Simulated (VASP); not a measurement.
A run of VASP 6.6.1 is set up as follows.

Contents of INCAR:

```
SYSTEM = Si
  PREC = Accurate
  ENCUT = 520
  EDIFF = 1E-6
  ISMEAR = 0
  SIGMA = 0.01
  LREAL = Auto
  LASPH = .TRUE.
  NELM = 100
  ALGO = Normal
  ISIF = 2
  LWAVE = .FALSE.
  LCHARG = .FALSE.
  GGA = PE
  NBANDS = 86
```

KPOINTS

```
Automatic mesh
0
Gamma
  2 2 2
  0.5 0.5 0.5
```

File POSCAR:

```
Si
1.0
    5.4700937543      5.4700937543     -5.4700937543
   -5.4700937543      5.4700937543      5.4700937543
    5.4700937543     -5.4700937543      5.4700937543
Si
32
Direct
    0.5000000000      0.7500000000      1.0000000000
    0.2500000000      0.7500000000      0.2500000000
    0.0000000000      0.7500000000      0.5000000000
    0.5000000000      1.0000000000      0.7500000000
    0.7500000000      0.7500000000      0.7500000000
    0.2500000000      1.0000000000      1.0000000000
    0.0000000000      0.0000000000      0.2500000000
    0.5000000000      0.2500000000      0.5000000000
    0.7500000000      0.0000000000      0.5000000000
    0.2500000000      0.2500000000      0.7500000000
    0.0000000000      0.2500000000      0.0000000000
    0.5000000000      0.5000000000      0.2500000000
    0.7500000000      0.2500000000      0.2500000000
    0.2500000000      0.5000000000      0.5000000000
    0.0000000000      0.5000000000      0.7500000000
    0.7500000000      0.5000000000      0.0000000000
    0.2500000000      0.5000000000      0.7500000000
    0.0000000000      0.5000000000      0.0000000000
    0.7500000000      0.5000000000      0.2500000000
    0.2500000000      0.7500000000      0.5000000000
    0.5000000000      0.5000000000      0.5000000000
    0.0000000000      0.7500000000      0.7500000000
    0.7500000000      0.7500000000      0.0000000000
    0.2500000000      0.0000000000      0.2500000000
    0.5000000000      0.7500000000      0.2500000000
    0.0000000000      0.0000000000      0.5000000000
    0.7500000000      0.0000000000      0.7500000000
    0.2500000000      0.2500000000      0.0000000000
    0.5000000000      0.0000000000      0.0000000000
    0.0000000000      0.2500000000      0.2500000000
    0.7500000000      0.2500000000      0.5000000000
    0.5000000000      0.2500000000      0.7500000000
```

Potentials or basis: VASP PAW PBE potentials, release 64 (Si).

Run with:

```console
$ cat potpaw_PBE.64/Si/POTCAR > POTCAR
$ mpirun -np 1 vasp_std > vasp.out
```

(1) Predict the band gap on the k mesh.

(2) Predict the pressure.

## Answers

(1) 1.40 eV.

(2) -0.1 GPa.

Caveat: a shifted mesh leaves out Γ, where band edges can lie.
